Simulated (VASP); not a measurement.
GaN:

```
Ga N
1.0
     0.00000    2.23838    2.23838
     2.23838    0.00000    2.23838
     2.23838    2.23838    0.00000
Ga N
1 1
Direct
  0.00000 0.00000 0.00000
  0.25000 0.25000 0.25000
```

Program: VASP 6.6.1. Alike in all runs: task single point; potentials or basis VASP PAW PBE potentials, release 64 (Ga_d, N); no spin polarisation; cell as given; cutoff (eV) 520; smearing fermi-dirac 0.05 eV.

Order these runs on this cell by their band gap on the k mesh, lowest first.
A. level PBE+D3(BJ); k mesh 10 × 10 × 10
B. level B3LYP5; k mesh 5 × 5 × 5; grid for exact exchange (PRECFOCK) Normal
C. level BHLYP; k mesh 5 × 5 × 5; grid for exact exchange (PRECFOCK) Normal
D. level r2SCAN+D3(BJ); k mesh 10 × 10 × 10

A (1.85 eV), D (2.25 eV), B (3.58 eV), C (6.17 eV).

Caveats: some runs use coarse meshes.
